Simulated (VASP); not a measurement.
Runs of VASP 6.6.1 on AlCu. The structure is that of space group Pm-3m (No. 221), or close to it. The cells are those of the table. 

| potentials or basis | cell | cutoff (eV) | second run | gap on the mesh (eV) | pressure (GPa) |
| --- | --- | --- | --- | --- | --- |
| VASP PAW PBE potentials, release 64 (Al, Cu) | a = 2.998 Å, 2 atoms | 520 | - | none | -3.3 |
| VASP PAW PBE potentials, release 64 (Al, Cu) | a = 3.075 Å, 2 atoms | 520 | - | none | -10.0 |
| VASP PAW PBE potentials, release 64 (Al, Cu) | a = 3.113 Å, 2 atoms | 520 | - | none | (a) |
| VASP PAW PBE potentials, release 64 (Al, Cu_sv_GW) | a = 3.037 Å, 2 atoms | 700 | valence_matched | none | -9.9 |
| VASP PAW PBE potentials, release 64 (Al, Cu_sv_GW) | a = 2.998 Å, 2 atoms | 700 | valence_matched | none | (b) |

Alike in all rows: task single point; level PBEsol; no spin polarisation; k mesh 10 × 10 × 10; smearing methfessel-paxton 0.1 eV.

Task: Estimate the missing entries.

Result: (a) -13.0; (b) -6.2.

Caveats: the PAW data sets were made with another functional, which shifts forces and pressure a little.

A gap of «none» marks levels without a gap at the run's occupations.

The runs don't all hold the same shells in valence.
